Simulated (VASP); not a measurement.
# KZnF3 (P-1) in VASP: relaxation of cell and atoms with PBE

Aim: the relaxation of cell and atoms of KZnF3 with PBE.

Everything below comes from runs of VASP 6.6.1. Logs are shortened: lines on timing, memory, paths and dates and some standing lists are left out, and cuts for length are marked.

### 1 The cell of the first run

The typed cell holds 5 atoms: a = 3.570 Å, b = 4.199 Å, c = 6.403 Å, α = 88.98°, β = 88.26°, γ = 71.00°.

The cell was generated, and may not be a known phase.

### 2 Relaxation of cell and atoms, PBE

File INCAR:

```
PREC = Accurate
ENCUT = 600
EDIFF = 1E-7
ISMEAR = 0
SIGMA = 0.15
LREAL = False
LASPH = True
NELM = 120
ALGO = Normal
ISIF = 3
LWAVE = False
LCHARG = False
GGA = PE
IBRION = 2
NSW = 36
EDIFFG = -0.08
GGA_COMPAT = False
NELMIN = 4
```

File KPOINTS:

```
regular mesh
0
Gamma
  4 3 2
```

File POSCAR:

```
KZnF3
1.0
    3.5700203800      0.0000000000      0.0000000000
    1.3674837300      3.9704567400      0.0000000000
    0.1941857200      0.0532609000      6.3995908800
K Zn F
1 1 3
Direct
    0.0000000000      0.0000000000      0.0000000000
    0.0000000000      0.0000000000      0.5000000000
    0.0000000000      0.5000000000      0.0000000000
    0.7816648300      0.6660594900      0.3699994400
    0.2183351700      0.3339405100      0.6300005600
```

Potentials or basis: VASP PAW PBE potentials, release 64 (K_sv, Zn, F).

Run with:

```sh
cat potpaw_PBE.64/K_sv/POTCAR potpaw_PBE.64/Zn/POTCAR potpaw_PBE.64/F/POTCAR > POTCAR
mpirun -np 1 vasp_std > vasp.out
```

OUTCAR:

```text
PREC = Accurate
   ENCUT = 600
   EDIFF = 1E-7
   ISMEAR = 0
   LREAL = False
   LASPH = True
   NELM = 120
   ISIF = 3
   GGA = PE
   IBRION = 2
   NSW = 36
   EDIFFG = -0.08
   NELMIN = 4

 ion  position               nearest neighbor table
   1  0.000  0.000  0.000-   3 2.10   3 2.10   2 3.20   2 3.20
   2  0.000  0.000  0.500-   4 2.01   5 2.01   1 3.20   1 3.20
   3  0.000  0.500  0.000-   1 2.10   1 2.10
   4  0.782  0.666  0.370-   2 2.01
   5  0.218  0.334  0.630-   2 2.01

  Warning from LATTYP: Got some problem with cell dimensions!
  Tried to take original basis but could not verify dimensions!
  LATTYP: Found a triclinic cell.
 ALAT       =     4.1993497682
 B/A-ratio  =     2.8227618564
 C/A-ratio  =     1.8381558718
 COS(alpha) =     0.0035625868
 COS(beta)  =     0.5587393915
 COS(gamma) =     0.7970172381

  Lattice vectors:

 A1 = (  -1.3674837300,  -3.9704567400,   0.0000000000)
 A2 = (  -6.1108021200,  -7.8876525800,   6.3995908800)
 A3 = (  -1.5616694500,  -4.0237176400,  -6.3995908800)

Analysis of symmetry for initial positions (statically):
=====================================================================
 Subroutine PRICEL returns:
 Original cell was already a primitive cell.

 Routine SETGRP: Setting up the symmetry group for a
 triclinic supercell.

 Subroutine GETGRP returns: Found  2 space group operations
 (whereof  2 operations were pure point group operations)
 out of a pool of  2 trial point group operations.

The static configuration has the point symmetry S_2 .

Analysis of symmetry for dynamics (positions and initial velocities):
=====================================================================
 Subroutine PRICEL returns:
 Original cell was already a primitive cell.

 Routine SETGRP: Setting up the symmetry group for a
 triclinic supercell.

 Subroutine GETGRP returns: Found  2 space group operations
 (whereof  2 operations were pure point group operations)
 out of a pool of  2 trial point group operations.

The dynamic configuration has the point symmetry S_2 .

 Subroutine INISYM returns: Found  2 space group operations
 (whereof  2 operations are pure point group operations),
 and found     1 'primitive' translations
[... 87 lines left out ...]
   LASPH  =      T    aspherical Exc in radial PAW
   ENCUT  =  600.0 eV  44.10 Ry    6.64 a.u.   7.13  8.39 12.79*2*pi/ulx,y,z
   NELM   =    120;   NELMIN=  4; NELMDL= -5     # of ELM steps
   EDIFF  = 0.1E-06   stopping-criterion for ELM
   LREAL  =      F    real-space projection
   EDIFFG = -.8E-01   stopping-criterion for IOM
   NSW    =     36    number of steps for IOM
   IBRION =      2    ionic relax: 0-MD 1-quasi-New 2-CG
   NFREE  =      1    steps in history (QN), initial steepest desc. (CG)
   ISIF   =      3    stress and relaxation
   ISYM   =      2    0-nonsym 1-usesym 2-fastsym
   POTIM  = 0.5000    time-step for ionic-motion
   TEBEG  =    0.0;   TEEND  =   0.0 temperature during run
   PSTRESS=    0.0 pullay stress
   NELECT =      42.0000    total number of electrons
   NUPDOWN=      -1.0000    fix difference up-down
   EMIN   =  10.00;   EMAX   =-10.00  energy-range for DOS
   EFERMI =   0.00;   METHOD = LEGACY
   ISMEAR =     0;   SIGMA  =   0.15  broadening in eV -4-tet -1-fermi 0-gaus
   EFERMI_NEDOS =   21; number of points for ismear=-14 and -15
   IALGO  =     38    algorithm
   IMIX   =      4    mixing-type and parameters
     AMIX     =   0.40;   BMIX     =  1.00
     AMIX_MAG =   1.60;   BMIX_MAG =  1.00
  volume/ion in A,a.u.               =      18.14       122.43
  Fermi-wavevector in a.u.,A,eV,Ry     =   1.266495  2.393328 21.823874  1.604010
  Thomas-Fermi vector in A             =   2.399693
   LORBIT       =      0    0 simple, 1 ext, 2 COOP (PROOUT), +10 PAW based schemes
   GGA     = PE    functional components
   LHFCALC =     F    Hartree Fock is set to
   AEXX    =    0.0000 exact exchange contribution
   IVDW    =     0    specifies the selected vdW correction
   LEPSILON=     F    determine dielectric tensor
   LRPA    =     F    only Hartree local field effects (RPA)
 conjugate gradient relaxation of ions
 non-spin polarized calculation
 Gauss-broadening in eV      SIGMA  =   0.15
  energy-cutoff  :      600.00
  volume of cell :       90.71
 maximum number of plane-waves:      3052
 NGX is ok and might be reduce to    30
   NGX = 15   NGY = 17   NGZ = 25

--------------------------------------- Ionic step        1  -------------------------------------------

 number of electron      41.9999997 magnetization

 Free energy of the ion-electron system (eV)
  ---------------------------------------------------
  ext. energy  EPLUGINS =         0.00000000
  ---------------------------------------------------
  free energy    TOTEN  =       -15.72851677 eV

  energy without entropy =      -15.71382693  energy(sigma->0) =      -15.72117185

------------------------ aborting loop because EDIFF is reached ----------------------------------------

  FORCE on cell =-STRESS in cart. coord.  units (eV):
  Direction    XX          YY          ZZ          XY          YZ          ZX
  --------------------------------------------------------------------------------------
  -------------------------------------------------------------------------------------
  Total       -2.7676799      2.0907513      4.4151358      0.7110803     -1.4396747     -0.8345257
  in kB      -48.8835880     36.9274729     77.9814449     12.5593130    -25.4279639    -14.7396409
  external PRESSURE =      22.0084433 kB  Pullay stress =       0.0000000 kB
[... 98 lines left out ...]
  FREE ENERGIE OF THE ION-ELECTRON SYSTEM (eV)
  ---------------------------------------------------
  free  energy   TOTEN  =       -17.2055894422 eV

  energy  without entropy=      -17.2055894422  energy(sigma->0) =      -17.20558944

[... ionic steps 4 to 24 ...]

--------------------------------------- Ionic step       25  -------------------------------------------

 number of electron      42.0000005 magnetization

------------------------ aborting loop because EDIFF is reached ----------------------------------------
[... 73 lines left out ...]
--------------------------------------- Ionic step       27  -------------------------------------------

 number of electron      42.0000012 magnetization

 Free energy of the ion-electron system (eV)
  ---------------------------------------------------
  ext. energy  EPLUGINS =         0.00000000
  ---------------------------------------------------
  free energy    TOTEN  =       -18.54062235 eV

  energy without entropy =      -18.54062226  energy(sigma->0) =      -18.54062231

 E-fermi :  -0.5338     XC(G=0):  -8.5126

 val. band max:       -1.0526200480   @ k =   0.0000   0.0000   0.0000
 cond. band min:      -0.0295342309   @ k =   0.0000   0.0000   0.0000
 fundamental gap:      1.0230858171
 Fermi energy:        -0.5337535439

 k-point     1 :       0.0000    0.0000    0.0000
  band No.  band energies     occupation
      1     -28.1797      2.00000
      2     -24.7579      2.00000
      3     -24.2250      2.00000
      4     -20.1452      2.00000
      5     -11.8785      2.00000
      6     -11.5378      2.00000
[... 413 lines left out ...]
  FREE ENERGIE OF THE ION-ELECTRON SYSTEM (eV)
  ---------------------------------------------------
  free  energy   TOTEN  =       -18.5406223506 eV

  energy  without entropy=      -18.5406222622  energy(sigma->0) =      -18.54062231

 reached required accuracy - stopping structural energy minimisation
```

OSZICAR:

```text
N       E                     dE             d eps       ncg     rms          rms(c)
DAV:   1     0.463969279139E+03    0.46397E+03   -0.23531E+04   700   0.204E+03
DAV:   2     0.244518870881E+02   -0.43952E+03   -0.42692E+03   844   0.481E+02
DAV:   3    -0.197457698377E+02   -0.44198E+02   -0.44017E+02   774   0.164E+02
[... 345 lines left out ...]
DAV:   5    -0.185406207611E+02   -0.11878E-04   -0.97444E-05   793   0.102E-01    0.936E-03
DAV:   6    -0.185406219170E+02   -0.11559E-05   -0.66802E-06   835   0.329E-02    0.412E-03
DAV:   7    -0.185406222317E+02   -0.31477E-06   -0.68955E-07   849   0.118E-02    0.157E-03
DAV:   8    -0.185406223518E+02   -0.12007E-06   -0.17124E-07   661   0.397E-03    0.341E-04
DAV:   9    -0.185406223506E+02    0.11660E-08   -0.27434E-08   399   0.169E-03
  27 F= -.18540622E+02 E0= -.18540622E+02  d E =-.265295E-02
```

CONTCAR:

```text
KZnF3
   1.00000000000000
     2.9958880865820587    0.6541147193607513   -0.1107855021467133
     1.9629768498636631    4.5403785969034836    0.3808714081363861
    -0.2714404420992704    1.0285021319432903    7.0370222601480421
  K               Zn              F
     1     1     3
Direct
     0.0000000000000000    0.0000000000000000    0.0000000000000000
     0.0000000000000000    0.0000000000000000    0.5000000000000000
     0.0000000000000000    0.5000000000000000    0.0000000000000000
     0.6414058671302685    0.8429306148213730    0.3683723495514090
     0.3585941328697316    0.1570693851786268    0.6316276504485910

  0.00000000E+00  0.00000000E+00  0.00000000E+00
  0.00000000E+00  0.00000000E+00  0.00000000E+00
  0.00000000E+00  0.00000000E+00  0.00000000E+00
  0.00000000E+00  0.00000000E+00  0.00000000E+00
  0.00000000E+00  0.00000000E+00  0.00000000E+00
```

Wall time 28 min (1 thread of Intel Xeon 8259CL, shared host); peak memory 0.24 GiB.

Results:

```
Free energy                           : -18.5406 eV
Relaxed volume                        : 17.02 Å³/atom
Relaxed cell                          : a = 3.068 Å, b = 4.961 Å, c = 7.117 Å, α = 78.87°, β = 92.41°, γ = 54.65°
Space group after relaxing (to 0.1 Å) : P-1 (No. 2)
Energy gained by relaxing             : 562.4 meV/atom
Ionic steps                           : 27
Pressure after relaxing               : 0.2 GPa
Largest force after relaxing          : 0.061 eV/Å
Band gap on the k mesh                : 1.02 eV
```

Forces in eV/Å, atoms in the order of the input:
```
K    0.000  0.000  0.000
Zn   0.000  0.000  0.000
F    0.000  0.000  0.000
F   -0.040 -0.026  0.038
F    0.040  0.026 -0.038
```

Stress tensor (GPa, compression positive):
```
 0.29  0.12 -0.28
 0.12 -0.16  0.13
-0.28  0.13  0.49
```

Step by step:
| step | energy change (eV) | largest force (eV/Å) | pressure (GPa) | volume (Å³) |
| --- | --- | --- | --- | --- |
| 1 | 0.0000 | 2.3299 | 2.20 | 90.71 |
| 2 | -0.8087 | 1.8978 | 1.54 | 93.88 |
| 3 | -1.4771 | 2.7242 | 7.08 | 100.95 |
| 4 | -1.5834 | 0.7905 | 3.93 | 98.68 |
| 5 | -1.5982 | 1.1497 | 4.65 | 99.31 |
| 6 | -1.9690 | 0.5061 | -1.23 | 108.57 |
| 7 | -1.9916 | 0.6408 | -3.00 | 112.45 |
| 8 | -1.9920 | 0.6050 | -2.61 | 111.56 |
| 9 | -2.1474 | 0.3093 | -2.31 | 110.32 |
| 10 | -2.3030 | 1.6681 | 0.63 | 105.56 |
| 11 | -2.3251 | 0.8059 | -0.94 | 107.53 |
| 12 | -2.5132 | 0.5064 | -1.48 | 104.22 |
| 13 | -2.6070 | 0.3902 | -1.31 | 100.51 |
| 14 | -2.6100 | 0.3924 | -1.18 | 99.75 |
| 15 | -2.6725 | 0.2213 | -0.76 | 96.62 |
| 16 | -2.7191 | 0.2222 | -0.09 | 91.23 |
| 17 | -2.7200 | 0.2544 | 0.01 | 90.48 |
| 18 | -2.7400 | 0.1802 | 0.33 | 89.58 |
| 19 | -2.7539 | 0.2165 | 1.03 | 87.88 |
| 20 | -2.7626 | 0.1566 | 0.58 | 88.01 |
| 21 | -2.7735 | 0.1598 | -0.75 | 88.36 |
| 22 | -2.7829 | 0.1493 | -0.67 | 87.89 |
| 23 | -2.8033 | 0.1264 | -0.43 | 86.43 |
| 24 | -2.7941 | 0.2071 | 0.44 | 83.30 |
| 25 | -2.8093 | 0.1157 | -0.17 | 85.40 |
| 26 | -2.8095 | 0.1204 | -0.12 | 85.18 |
| 27 | -2.8121 | 0.0613 | 0.20 | 85.08 |

Final structure:
```cif
data_structure
_symmetry_space_group_name_H-M 'P 1'
_symmetry_Int_Tables_number 1
_cell_length_a 3.0685
_cell_length_b 4.9612
_cell_length_c 7.1170
_cell_angle_alpha 78.868
_cell_angle_beta 92.415
_cell_angle_gamma 54.646
_cell_volume 85.08
loop_
_atom_site_label
_atom_site_type_symbol
_atom_site_fract_x
_atom_site_fract_y
_atom_site_fract_z
_atom_site_occupancy
K1 K 0.00000 0.00000 0.00000 1
Zn1 Zn 0.00000 0.00000 0.50000 1
F1 F 0.00000 0.50000 0.00000 1
F2 F 0.64141 0.84293 0.36837 1
F3 F 0.35859 0.15707 0.63163 1
```

Levels at points of the mesh, in eV from the valence-band top:
| k point | band 17 | band 18 | band 19 | band 20 | band 21 | band 22 | band 23 | band 24 | band 25 |
| --- | --- | --- | --- | --- | --- | --- | --- | --- | --- |
| (0.00, 0.00, 0.00) | -4.05 | -2.76 | -0.73 | -0.40 | 0.00 | 1.02 | 5.08 | 7.92 | 8.68 |
| (0.50, 0.00, 0.00) | -3.82 | -3.05 | -0.72 | -0.52 | -0.37 | 4.30 | 5.07 | 8.81 | 9.56 |
| (0.00, 0.00, 0.50) | -4.08 | -2.75 | -0.85 | -0.40 | 0.00 | 1.47 | 4.41 | 7.64 | 8.43 |
| (0.50, 0.00, 0.50) | -3.84 | -3.02 | -0.71 | -0.51 | -0.37 | 4.40 | 4.84 | 8.43 | 8.83 |

Caveat: the k points lie up to 0.54 Å⁻¹ apart in the final cell; a cell axis changed by over 15 % at a fixed basis, so the end point is rough; the relaxation stopped at a loose force limit of 0.08 eV/Å, so its end isn't a converged minimum. A k mesh can miss the band edges.
